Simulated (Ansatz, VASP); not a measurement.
Two plane-wave programs on MoS2

The input INCAR:

```
SYSTEM = MoS2
PREC = Accurate ; ENCUT = 520
EDIFF = 1E-6 ; ISMEAR = -1
SIGMA = 0.05 ; LREAL = .FALSE.
LASPH = .TRUE. ; NELM = 80
ALGO = Normal ; ISIF = 2
LWAVE = .FALSE. ; LCHARG = .TRUE.
GGA = RP ; IVDW = 12
LELF = .TRUE. ; LVHAR = .TRUE.
NBANDS = 35
```

KPOINTS

```
Automatic mesh
0
G
  10 10 3
  0 0 0
```

Contents of POSCAR:

```
MoS2
1.0
    3.2311530343      0.0000000000      0.0000000000
   -1.6155765171      2.7982606112      0.0000000000
    0.0000000000      0.0000000000     12.5657084235
Mo S
2 4
Direct
    0.6666666667      0.3333333333      0.7500000000
    0.3333333333      0.6666666667      0.2500000000
    0.6666666667      0.3333333333      0.3770000000
    0.3333333333      0.6666666667      0.8770000000
    0.6666666667      0.3333333333      0.1230000000
    0.3333333333      0.6666666667      0.6230000000
```

Contents of input.yaml:

```yaml
crystal:
  lattice:
    - [3.2311530343, 0.0, 0.0]
    - [-1.6155765171, 2.7982606112, 0.0]
    - [0.0, 0.0, 12.5657084235]
  atoms:
    - { symbol: Mo, position: [0.6666666667, 0.3333333333, 0.75] }
    - { symbol: Mo, position: [0.3333333333, 0.6666666667, 0.25] }
    - { symbol: S, position: [0.6666666667, 0.3333333333, 0.377] }
    - { symbol: S, position: [0.3333333333, 0.6666666667, 0.877] }
    - { symbol: S, position: [0.6666666667, 0.3333333333, 0.123] }
    - { symbol: S, position: [0.3333333333, 0.6666666667, 0.623] }
hamiltonian:
  xc: rpbe
  pseudopotentials: { kind: paw }
  dispersion: d3bj
kpoints:
  mp_grid: { grid: [10, 10, 3] }
scf:
  occupations: { method: fermi_dirac, width: 0.05 }
output:
  forces: true
  stress: true
  eigenvalues: true
  write_density: true
  write_potential: true
  elf: true
  volumetric_format: npy
```

Alike in both runs: task single point; functional RPBE; dispersion D3(BJ); k mesh 10 × 10 × 3; occupations fermi-dirac, width 0.05 eV; no spin polarisation.

|  | VASP | Ansatz |
| --- | --- | --- |
| version | VASP 6.6.1 | Ansatz 0.2.0 |
| potentials or method | VASP PAW PBE potentials, release 64 (Mo_sv, S) | Ansatz PAW |
| plane-wave cutoff (eV) | 520 | 420 |
| valence electrons in the cell | 52 | 52 |

```csv
,VASP,Ansatz,Ansatz less VASP
gap on the k mesh at the Fermi level (eV),1.03,1.01,-0.014
least direct gap on the mesh (eV),1.73,1.73,-0.003
pressure (GPa),-21.0,-20.8,+0.17
"traceless stress, the component that is largest in VASP (GPa)",4.16,4.20,+0.037
rms of the force components (eV/Å),0.677,0.668,-0.0085
```

VASP's potentials were made for PBE, not for RPBE. Atom by atom the forces differ by 0.008 eV/Å (rms over components).

Noted on Ansatz's run: odd divisions of the mesh miss points on the zone boundary, where band edges often lie, so the gap on the mesh can be too wide.
